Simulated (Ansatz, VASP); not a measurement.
SiO2 in VASP and in Ansatz

```
CELL_PARAMETERS angstrom
4.20410 0.00000 0.00000
0.00000 4.20410 0.00000
0.00000 0.00000 2.52840
ATOMIC_POSITIONS crystal
Si 0.50000 0.50000 0.50000
Si 0.00000 0.00000 0.00000
O 0.69301 0.69301 0.00000
O 0.19301 0.80699 0.50000
O 0.30699 0.30699 0.00000
O 0.80699 0.19301 0.50000
```

Alike in both runs: task single point; functional PBE; k mesh 6 × 6 × 8; occupations gaussian, width 0.05 eV; no spin polarisation.

```csv
,VASP,Ansatz
version,VASP 6.6.1,Ansatz 0.2.0
potentials or method,"VASP PAW PBE potentials, release 64 (Si, O), cutoff 520 eV","scalar-relativistic, plane waves, PAW"
valence electrons in the cell,32,32
```

|  | VASP | Ansatz | Ansatz less VASP |
| --- | --- | --- | --- |
| gap on the k mesh at the Fermi level (eV) | 6.59 | 6.61 | +0.020 |
| least direct gap on the mesh (eV) | 6.59 | 6.61 | +0.020 |
| rms of the force components (eV/Å) | 0.186 | 0.166 | -0.0197 |

Atom by atom the forces differ by 0.020 eV/Å (rms over components). The functional is the same, so the differences come from potentials, cutoffs and numerics.
